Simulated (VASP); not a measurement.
# CdS (F-43m) in VASP: a series of runs, part 2 of 2

VASP 6.6.1.

## Step 3: G0W0 quasiparticle levels, PBE

This run uses another cell than the first one, of 26.95 Å³/atom.

POSCAR

```
CdS
1.0
    0.0000000000      2.9979991399      2.9979991399
    2.9979991399      0.0000000000      2.9979991399
    2.9979991399      2.9979991399      0.0000000000
Cd S
1 1
Direct
    0.0000000000      0.0000000000      0.0000000000
    0.2500000000      0.2500000000      0.2500000000
```

INCAR.step1

```
ALGO = Normal
EDIFF = 1E-8
ENCUT = 500
GGA = PE
ISMEAR = 0
LASPH = T
LCHARG = F
LREAL = F
LWAVE = T
NELM = 80
PREC = Accurate
SIGMA = 0.01
```

INCAR.step2

```
ALGO = Exact
EDIFF = 1E-8
ENCUT = 500
GGA = PE
ISMEAR = 0
ISTART = 1
LASPH = T
LCHARG = F
LOPTICS = T
LREAL = F
LWAVE = T
NBANDS = 233
NELM = 1
PREC = Accurate
SIGMA = 0.01
```

INCAR.step3

```
ALGO = EVGW0
EDIFF = 1E-8
ENCUT = 500
ENCUTGW = 150.0
GGA = PE
ISMEAR = 0
ISTART = 1
LASPH = T
LCHARG = F
LREAL = F
LWAVE = F
NBANDS = 233
NBANDSGW = 17
NELMGW = 1
NOMEGA = 96
OMEGAMAX = 20
PREC = Accurate
PRECFOCK = Fast
SIGMA = 0.01
```

KPOINTS

```
k-points
0
Gamma
  4 4 4
```

Potentials or basis: VASP PAW PBE potentials, release 64 (Cd_GW, S_GW).

Run with:

```bash
> cat potpaw_PBE.64/Cd_GW/POTCAR potpaw_PBE.64/S_GW/POTCAR > POTCAR
> cp INCAR.step1 INCAR
> mpirun -np 1 vasp_std > vasp.out
> cp INCAR.step2 INCAR
> mpirun -np 1 vasp_std > vasp.out
> cp INCAR.step3 INCAR
> mpirun -np 1 vasp_std > vasp.out
```

OUTCAR:

```text
EDIFF = 1E-8
   ENCUT = 500
   ENCUTGW = 150.0
   GGA = PE
   ISMEAR = 0
   ISTART = 1
   LASPH = T
   LREAL = F
   NELMGW = 1
   PREC = Accurate
   PRECFOCK = Fast

 ion  position               nearest neighbor table
   1  0.000  0.000  0.000-   2 2.60   2 2.60   2 2.60   2 2.60
   2  0.250  0.250  0.250-   1 2.60   1 2.60   1 2.60   1 2.60

  LATTYP: Found a face centered cubic cell.
 ALAT       =     5.9959982798

  Lattice vectors:

 A1 = (   0.0000000000,   2.9979991399,   2.9979991399)
 A2 = (   2.9979991399,   0.0000000000,   2.9979991399)
 A3 = (   2.9979991399,   2.9979991399,   0.0000000000)

Analysis of symmetry for initial positions (statically):
=====================================================================
 Subroutine PRICEL returns:
 Original cell was already a primitive cell.

 Routine SETGRP: Setting up the symmetry group for a
 face centered cubic supercell.

 Subroutine GETGRP returns: Found 24 space group operations
 (whereof 24 operations were pure point group operations)
 out of a pool of 48 trial point group operations.

The static configuration has the point symmetry T_d .

Analysis of symmetry for dynamics (positions and initial velocities):
=====================================================================
 Subroutine PRICEL returns:
 Original cell was already a primitive cell.

 Routine SETGRP: Setting up the symmetry group for a
 face centered cubic supercell.

 Subroutine GETGRP returns: Found 24 space group operations
[... 78 lines left out ...]
   ISTART =      1    job   : 0-new  1-cont  2-samecut
   ICHARG =      0    charge: 1-file 2-atom 10-const
   ISPIN  =      1    spin polarized calculation?
   LNONCOLLINEAR =      F non collinear calculations
   LSORBIT =      F    spin-orbit coupling
   LASPH  =      T    aspherical Exc in radial PAW
   ENCUT  =  500.0 eV  36.75 Ry    6.06 a.u.   7.73  7.73  7.73*2*pi/ulx,y,z
   NELM   =     60;   NELMIN=  2; NELMDL=  0     # of ELM steps
   EDIFF  = 0.1E-07   stopping-criterion for ELM
   LREAL  =      F    real-space projection
   EDIFFG = 0.1E-06   stopping-criterion for IOM
   NSW    =      0    number of steps for IOM
   IBRION =     -1    ionic relax: 0-MD 1-quasi-New 2-CG
   NFREE  =      0    steps in history (QN), initial steepest desc. (CG)
   ISIF   =      0    stress and relaxation
   ISYM   =      3    0-nonsym 1-usesym 2-fastsym
   POTIM  = 0.5000    time-step for ionic-motion
   TEBEG  =    0.0;   TEEND  =   0.0 temperature during run
   PSTRESS=    0.0 pullay stress
   NELECT =      18.0000    total number of electrons
   NUPDOWN=      -1.0000    fix difference up-down
   EMIN   =  10.00;   EMAX   =-10.00  energy-range for DOS
   EFERMI =   0.00;   METHOD = LEGACY
   ISMEAR =     0;   SIGMA  =   0.01  broadening in eV -4-tet -1-fermi 0-gaus
   EFERMI_NEDOS =   21; number of points for ismear=-14 and -15
   IALGO  =     38    algorithm
   IMIX   =      4    mixing-type and parameters
     AMIX     =   0.40;   BMIX     =  1.00
     AMIX_MAG =   1.60;   BMIX_MAG =  1.00
  volume/ion in A,a.u.               =      26.95       181.84
  Fermi-wavevector in a.u.,A,eV,Ry     =   1.135858  2.146461 17.553885  1.290174
  Thomas-Fermi vector in A             =   2.272563
   LORBIT       =      0    0 simple, 1 ext, 2 COOP (PROOUT), +10 PAW based schemes
   GGA     = PE    functional components
   LHFCALC =     T    Hartree Fock is set to
   PRECFOCK=fast      Normal, Fast or Accurate (Low or Medium for compatibility)
   ENCUT4O =  -1.0   cutoff for four orbital integrals eV
   NKREDX  =     1    reduce k-point grid by
   NKREDY  =     1    reduce k-point grid by
   NKREDZ  =     1    reduce k-point grid by
   AEXX    =    1.0000 exact exchange contribution
   HFSCREEN=    0.0000 screening length (either q_TF or 0.3 A-1)
   HFSCREENC=   0.0000 screening length for correlation (either q_TF or 0.3 A-1)
   ENCUTFOCK=  -1.0 apply spherical cutoff to Coloumb kernel
   IVDW    =     0    specifies the selected vdW correction
   LEPSILON=     F    determine dielectric tensor
   LRPA    =     F    only Hartree local field effects (RPA)
   LRPAFORCE           =     F    calculate RPA forces
   ENCUTGW             = 150.0    cutoff for response function in eV
   ENCUTGWSOFT         = 120.0    soft cutoff for Coulomb kernel in GW response function in eV
   ENCUTLF             =  -1.0    cutoff for local field effects
   NELMGW              =     1    number of iterations in solving QP/BSE equation
   NELMHF              =     1    number of iterations in the inner HF iteration
   NKREDLFX            =     1    NKREDLFY  =   1   NKREDLFZ  =   1
 non-spin polarized calculation
 Gauss-broadening in eV      SIGMA  =   0.01
  energy-cutoff  :      500.00
  volume of cell :       53.89
 maximum number of plane-waves:      1384
 NGX is ok and might be reduce to    32
  NGX = 18; NGY = 18; NGZ = 18
   NGX = 15   NGY = 15   NGZ = 15
 maximum number of plane-waves:       229
 NGX is ok and might be reduce to    18

 QP shifts <psi_nk| G(iteration)W_0 |psi_nk>: iteration 1
 for sc-GW calculations column KS-energies equals QP-energies in previous step
 and V_xc(KS)=  KS-energies - (<T + V_ion + V_H > + <T+V_H+V_ion>^1  + <V_x>^1)

 k-point   1 :       0.0000    0.0000    0.0000
  band No.  KS-energies  QP-energies   sigma(KS)   V_xc(KS)     V^pw_x(r,r')   Z            occupation Imag(sigma)

      1      -9.9976     -10.3502     -13.5944     -12.9894     -20.8150       0.5829       2.0000       0.9881
      2      -5.5925      -7.4024     -17.8664     -15.2010     -22.9682       0.6791       2.0000       0.1630
      3      -5.5925      -7.4024     -17.8664     -15.2010     -22.9682       0.6791       2.0000       0.1630
      4      -5.5925      -7.4024     -17.8664     -15.2010     -22.9682       0.6791       2.0000       0.1630
      5      -5.2192      -7.1521     -18.2981     -15.4947     -23.2525       0.6895       2.0000       0.1004
      6      -5.2192      -7.1521     -18.2981     -15.4947     -23.2525       0.6895       2.0000       0.1004
[... 143 lines left out ...]
      3      -5.3970      -7.2743     -18.1433     -15.4084     -23.2052       0.6864       2.0000       0.1438
      4      -5.2491      -7.1729     -18.2891     -15.5013     -23.2821       0.6901       2.0000       0.1170
      5      -5.2094      -7.1361     -18.2603     -15.4695     -23.2248       0.6904       2.0000       0.1072
      6      -4.7103      -6.5122     -18.2644     -15.6566     -23.2410       0.6910       2.0000       0.1436
[... 9 lines left out ...]
     16      14.7498      15.1761     -10.7875     -11.3746      -4.9690       0.7261       0.0000      -0.5137
     17      14.8471      15.2128      -9.9169     -10.4199      -4.1611       0.7269       0.0000      -0.4708
```

OUTCAR.step2:

```text
EDIFF = 1E-8
   ENCUT = 500
   GGA = PE
   ISMEAR = 0
[... 729 lines left out ...]
  --------------------------------------------------------------------------------------------------------------
     0.00000    14.23962    14.23962    14.23962     0.00000     0.00000     0.00000
     1.84273     5.54561     5.54561     5.54561     0.00000     0.00000     0.00000
     3.68547     0.86401     0.86401     0.86401     0.00000     0.00000    -0.00000
     5.52820     0.22183     0.22183     0.22183    -0.00000    -0.00000     0.00000
     7.37094    -0.39891    -0.39891    -0.39891    -0.00000     0.00000     0.00000
     9.21367    -0.41660    -0.41660    -0.41660    -0.00000    -0.00000    -0.00000
[... 92 lines left out ...]
   180.58800     0.98138     0.98138     0.98138    -0.00000    -0.00000     0.00000
   182.43074     0.98179     0.98179     0.98179    -0.00000    -0.00000     0.00000
```

Run time: 4.2 min. Hardware: 1 thread of Intel Xeon 6975P-C (Granite Rapids), shared host; peak memory 0.69 GiB.

Results:

```yaml
Quasiparticle_gap: 1.67 eV
Least_direct_quasiparticle_gap: 1.67 eV
Band_gap_of_the_starting_levels_on_the_mesh: 0.95 eV
Least_direct_gap_of_the_starting_levels_on_the_mesh: 0.95 eV
```

Caveat: the k points lie up to 0.45 Å⁻¹ apart; bands, screening cutoff and mesh are small and nothing is extrapolated, so the quasiparticle values aren't converged; the structure was generated, so it needn't be the stable form of CdS.
